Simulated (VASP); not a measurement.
Set up this calculation in VASP 6.6.1, as the native input.

```yaml
Task: single point
Functional: PBEsol
Potentials_or_basis: VASP PAW PBE potentials, release 64 (Mg)
Cutoff: 600 eV
k_mesh: 8 × 8 × 5
Occupations: fermi-dirac, width 0.05 eV
Spin: no spin polarisation
Dipole_correction: no
Further_INCAR_settings: ALGO = Normal; EDIFF = 1e-06; NBANDS = 9
```

The structure of Mg lies in POSCAR:

```
Mg
1.0
    3.1727272464      0.0000000000      0.0000000000
   -1.5863636232      2.7476623946      0.0000000000
    0.0000000000      0.0000000000      5.1693143759
Mg
2
Direct
    0.3333333333      0.6666666667      0.2500000000
    0.6666666667      0.3333333333      0.7500000000
```

The input as run:

INCAR

```
PREC = Accurate
ENCUT = 600
EDIFF = 1E-6
ISMEAR = -1
SIGMA = 0.05
LREAL = False
LASPH = True
NELM = 120
ALGO = Normal
ISIF = 2
LWAVE = False
LCHARG = False
GGA = PS
NBANDS = 9
GGA_COMPAT = False
```

KPOINTS

```
Automatic mesh
0
Gamma
  8 8 5
```

Potentials or basis: VASP PAW PBE potentials, release 64 (Mg).

The run is started by

```sh
$ cat potpaw_PBE.64/Mg/POTCAR > POTCAR
$ mpirun -np 1 vasp_std > vasp.out
```

It gave:

```json
{
 "Pressure": "0.0 GPa",
 "Band gap on the k mesh": "zero (bands 2 and 3 overlap by 2.28 eV)"
}
```

Caveat: the PAW data sets were made with another functional, which shifts forces and pressure a little.

Wall time 10 s on 1 thread of AMD EPYC 7R43 64-Core Processor (Zen 3), on a shared host, peak memory 0.13 GiB.
